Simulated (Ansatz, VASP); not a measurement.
# Two plane-wave programs on In2O3

```
In O
1.0
     3.41981    0.00000    0.00000
    -1.70991    2.96165    0.00000
     0.00000    0.00000    6.09637
In O
2 3
Direct
  0.33333 0.66667 0.23708
  0.66667 0.33333 0.76292
  0.00000 0.00000 0.00000
  0.33333 0.66667 0.65424
  0.66667 0.33333 0.34576
```

Alike in both runs: task single point; functional r2SCAN; k mesh 12 × 12 × 4; no spin polarisation.

|  | VASP | Ansatz |
| --- | --- | --- |
| version | VASP 6.6.1 | Ansatz 0.2.0 |
| potentials or method | VASP PAW PBE potentials, release 64 (In_d, O) | plane waves, PAW |
| plane-wave cutoff (eV) | 520 | 500 |
| occupations | gaussian, width 0.01 eV | fixed |
| valence electrons in the cell | 44 | 44 |

Ansatz gave:

* gap on the k mesh at the Fermi level (eV): 1.30
* pressure (GPa): 0.0
* traceless stress, the component that is largest in VASP (GPa): 0.00
* rms of the force components (eV/Å): 0.000

Which values does VASP return?

gap on the k mesh at the Fermi level (eV): 1.30; pressure (GPa): 1.0; traceless stress, the component that is largest in VASP (GPa): -0.40; rms of the force components (eV/Å): 0.008.

VASP's potentials were made for PBE, not for r2SCAN. Atom by atom the forces differ by 0.009 eV/Å (rms over components).
